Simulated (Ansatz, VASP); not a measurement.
## Two plane-wave programs on Ca

The input POSCAR:

```
Ca
1.0
    3.9799995206      0.0000000000      0.0000000000
   -1.9899997603      3.4467806919      0.0000000000
    0.0000000000      0.0000000000      6.7808000000
Ca
2
Direct
    0.3333333333      0.6666666667      0.2500000000
    0.6666666667      0.3333333333      0.7500000000
```

File INCAR.step1:

```
SYSTEM = Ca
PREC = Accurate
ENCUT = 520
ISMEAR = 0
SIGMA = 0.15
LREAL = .FALSE.
LASPH = .TRUE.
NELM = 100
NBANDS = 17
GGA = PE
ALGO = Normal
EDIFF = 1E-4
LWAVE = .TRUE.
LCHARG = .FALSE.
```

File INCAR.step2:

```
SYSTEM = Ca
PREC = Accurate
ENCUT = 520
EDIFF = 1E-6
ISMEAR = 0
SIGMA = 0.15
LREAL = .FALSE.
LASPH = .TRUE.
NELM = 100
ALGO = Normal
ISIF = 2
LWAVE = .FALSE.
LCHARG = .FALSE.
METAGGA = R2SCAN
LMIXTAU = .TRUE.
NBANDS = 17
ISTART = 1
```

KPOINTS

```
Automatic mesh
0
G
  12 12 8
  0 0 0
```

Input for Ansatz:

```yaml
crystal:
  lattice:
    - [3.9799995206, 0.0, 0.0]
    - [-1.9899997603, 3.4467806919, 0.0]
    - [0.0, 0.0, 6.7808]
  atoms:
    - { symbol: Ca, position: [0.3333333333, 0.6666666667, 0.25] }
    - { symbol: Ca, position: [0.6666666667, 0.3333333333, 0.75] }
basis:
  ecutwfc: 500
kpoints:
  mp_grid: { grid: [12, 12, 8] }
hamiltonian:
  xc: r2scan
scf:
  occupations: { method: gaussian, width: 0.15 }
output:
  forces: true
  stress: true
  eigenvalues: true
  write_density: true
  write_potential: true
  elf: true
  volumetric_format: npy
```

Change from the starting cell: strain +0.000 along x and y, +0.040 along z, atoms carried along.

Alike in both runs: task single point; functional r2SCAN; k mesh 12 × 12 × 8; occupations gaussian, width 0.15 eV; no spin polarisation.

|  | VASP | Ansatz |
| --- | --- | --- |
| version | VASP 6.6.1 | Ansatz 0.2.0 |
| potentials or method | VASP PAW PBE potentials, release 64 (Ca_sv), cutoff 520 eV | scalar-relativistic, plane waves, PAW |
| valence electrons in the cell | 20 | 20 |

|  | VASP | Ansatz | Ansatz less VASP |
| --- | --- | --- | --- |
| gap on the k mesh at the Fermi level (eV) | none | none | - |
| pressure (GPa) | -1.1 | -1.1 | -0.02 |
| traceless stress, the component that is largest in VASP (GPa) | -0.80 | -0.80 | +0.004 |

VASP's potentials were made for PBE, not for r2SCAN. A gap of «none» marks a metal or a gap that the smearing closes. With one functional, cell and mesh, what is left measures potentials, basis and numerics.
